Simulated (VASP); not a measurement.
GaAs:

```
Ga As
1.0
     0.00000    2.82685    2.82685
     2.82685    0.00000    2.82685
     2.82685    2.82685    0.00000
Ga As
1 1
Cartesian
  0.0000 0.0000 0.0000
  1.4134 1.4134 1.4134
```

Base run:

| Quantity | Value |
| --- | --- |
| Program | VASP 6.6.1 |
| Functional | r2SCAN |
| Potentials or basis | VASP PAW PBE potentials, release 64 (Ga_d, As) |
| Cutoff | 440 eV |
| k mesh | 9 × 9 × 9 |
| Occupations | fermi-dirac, width 0.02 eV |
| Spin | no spin polarisation |

Its results: band gap on the k mesh 1.00 eV; pressure 0.5 GPa.

Problem. The run is repeated on the same cell with these changes: functional from r2SCAN to PBEsol; cutoff from 440 eV to 500 eV; further incar settings from ALGO = Normal; EDIFF = 1e-08; NBANDS = 16 to ALGO = Normal; EDIFF = 1e-06; NBANDS = 16. What comes out?

Solution. Band gap on the k mesh 0.46 eV; pressure 0.3 GPa.

Caveats: the PAW data sets were made with another functional, which shifts forces and pressure a little; an odd mesh through Γ misses points on the zone boundary, where band edges can lie.
